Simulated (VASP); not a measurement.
A run of VASP 6.6.1 is set up as follows.

INCAR

```
SYSTEM = K
PREC     = Accurate       ! precision mode
ENCUT    = 520            ! plane-wave cutoff, eV
EDIFF    = 1E-7           ! SCF threshold, eV
ISMEAR   = 0              ! smearing method
SIGMA    = 0.1            ! smearing width, eV
LREAL    = .FALSE.        ! projectors in reciprocal space
LASPH    = .TRUE.         ! aspherical terms in the spheres
NELM     = 60             ! most SCF steps
ALGO     = Normal         ! electronic algorithm
ISIF     = 2              ! what is computed and relaxed
LWAVE    = .FALSE.        ! write WAVECAR
LCHARG   = .FALSE.        ! write CHGCAR
GGA      = PE             ! functional
NBANDS   = 10             ! bands
```

File KPOINTS:

```
Automatic mesh
0
G
  9 9 9
  0 0 0
```

The input POSCAR:

```
K
1.0
   -2.6417142217      2.6417142217      2.6417142217
    2.6417142217     -2.6417142217      2.6417142217
    2.6417142217      2.6417142217     -2.6417142217
K
1
Direct
    0.0000000000      0.0000000000      0.0000000000
```

Potentials or basis: VASP PAW PBE potentials, release 64 (K_sv).

The run is started by

```sh
$ cat potpaw_PBE.64/K_sv/POTCAR > POTCAR
$ mpirun -np 1 vasp_std > vasp.out
```

Q: Estimate the pressure.

A: 0.0 GPa.

Q: What does it give for the band gap on the k mesh?

A: Zero (an odd number of electrons rules out a gap without spin polarisation).
